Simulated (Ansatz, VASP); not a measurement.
# Ti in VASP and in Ansatz

```
CELL_PARAMETERS angstrom
-1.69023 1.69023 1.64100
1.69023 -1.69023 1.64100
1.69023 1.69023 -1.64100
ATOMIC_POSITIONS crystal
Ti 0.00000 0.00000 0.00000
```

Change from the starting cell: equal xx and yy strain of +3 %, crystal datasets.

Alike in both runs: task electric field gradients; functional PBEsol; k mesh 14 × 14 × 14; occupations fermi-dirac, width 0.05 eV; no spin polarisation.

|  | VASP | Ansatz |
| --- | --- | --- |
| version | VASP 6.6.1 | Ansatz 0.2.0 |
| potentials or method | VASP PAW PBE potentials, release 64 (Ti_sv), cutoff 400 eV | all-electron PAW with datasets made for the crystal, scalar-relativistic |

Ansatz gave:

| Quantity | Value |
| --- | --- |
| pressure (GPa) | -11.4 |
| traceless stress, the component that is largest in VASP (GPa) | -0.59 |
| size of Vzz on the site where it differs most (V/Å²) | 0.1 |

Which values does VASP return?

Pressure (GPa): -12.1; traceless stress, the component that is largest in VASP (GPa): -0.58; size of Vzz on the site where it differs most (V/Å²): 0.2.

VASP's potentials were made for PBE, not for PBEsol. Ansatz ran all-electron here, and VASP with PAW potentials.
